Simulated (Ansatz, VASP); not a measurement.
KF: VASP beside Ansatz

Contents of INCAR:

```
SYSTEM = KF
PREC = Accurate
ENCUT = 520
EDIFF = 1E-7
ISMEAR = 0
SIGMA = 0.05
LREAL = .False.
LASPH = .True.
NELM = 80
ALGO = Normal
ISIF = 2
LWAVE = .False.
LCHARG = .False.
GGA = CA
NBANDS = 15
```

Contents of KPOINTS:

```
Automatic mesh
0
Gamma
  8 8 8
  0 0 0
```

File POSCAR:

```
KF
1.0
    0.0000000000      2.5817196783      2.8721631421
    2.4913594896      0.0000000000      2.8721631421
    2.4913594896      2.5817196783      0.0000000000
K F
1 1
Direct
    0.0000000000      0.0000000000      0.0000000000
    0.5000000000      0.5000000000      0.5000000000
```

Input for Ansatz:

```yaml
crystal:
  lattice:
    - [0.0, 2.5817196783, 2.8721631421]
    - [2.4913594896, 0.0, 2.8721631421]
    - [2.4913594896, 2.5817196783, 0.0]
  atoms:
    - { symbol: K, position: [0.0, 0.0, 0.0] }
    - { symbol: F, position: [0.5, 0.5, 0.5] }
basis:
  ecutwfc: 520.0
kpoints:
  mp_grid: { grid: [8, 8, 8] }
hamiltonian:
  xc: lda
scf:
  occupations: { method: gaussian, width: 0.05 }
output:
  forces: true
  stress: true
  eigenvalues: true
  write_density: true
  write_potential: true
  elf: true
  volumetric_format: npy
```

Change from the starting cell: normal strain along x -0.0350, normal strain along z +0.1125.

Alike in both runs: task single point; functional LDA; k mesh 8 × 8 × 8; occupations gaussian, width 0.05 eV; no spin polarisation.

|  | VASP | Ansatz |
| --- | --- | --- |
| version | VASP 6.6.1 | Ansatz 0.2.0 |
| potentials or method | VASP PAW LDA potentials, release 64 (K_sv, F), cutoff 520 eV | scalar-relativistic, plane waves, PAW |
| valence electrons in the cell | 16 | 16 |

Ansatz gave:

- gap on the k mesh at the Fermi level (eV): 5.75
- least direct gap on the mesh (eV): 5.75
- pressure (GPa): -1.1
- traceless stress, the component that is largest in VASP (GPa): -3.61

Question: Estimate VASP's values.

Answer: gap on the k mesh at the Fermi level (eV): 5.73; least direct gap on the mesh (eV): 5.73; pressure (GPa): -1.0; traceless stress, the component that is largest in VASP (GPa): -3.84.

LDA's correlation is that of Perdew and Zunger in VASP and of Perdew and Wang (1992) in Ansatz.
